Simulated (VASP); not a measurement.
Pb: single point with RPBE

Pb:

```
CELL_PARAMETERS angstrom
3.45227 0.00000 0.00000
-1.72614 2.98975 0.00000
0.00000 0.00000 5.65955
ATOMIC_POSITIONS crystal
Pb 0.33333 0.66667 0.25000
Pb 0.66667 0.33333 0.75000
```

This cell differs from its parent crystal: volume scaled by 0.88.

```
Program             : VASP 6.6.1
Task                : single point
Functional          : RPBE
Potentials or basis : VASP PAW PBE potentials, release 64 (Pb_d)
Cutoff              : 520 eV
k mesh              : 11 × 11 × 6
Occupations         : fermi-dirac, width 0.1 eV
Spin                : no spin polarisation
```

- Pressure: 5.7 GPa
- Band gap on the k mesh: zero (band 14 reaches 13.79 eV, above the bottom of band 15 at 6.13 eV)

Stress tensor (GPa, compression positive):
```
5.56 0.00 0.00
0.00 5.56 0.00
0.00 0.00 5.96
```

Levels at points of the mesh, in eV from the Fermi level:
```tsv
k point	band 10	band 11	band 12	band 13	band 14	band 15	band 16	band 17	band 18	band 19
(0.00, 0.00, 0.00)	-16.84	-11.96	-8.14	-4.35	5.90	5.90	7.75	7.75	7.85	9.03
(0.00, 0.00, 0.50)	-16.91	-10.71	-10.71	0.82	0.82	6.78	6.78	6.78	6.78	9.38
```

Wall time 35 s on 1 thread of Intel(R) Xeon(R) 6975P-C (Granite Rapids) (shared host), peak memory 0.21 GiB.

Caveat: the PAW data sets were made with another functional, which shifts forces and pressure a little; spin-orbit coupling is left out, which moves the levels of the heavy elements.
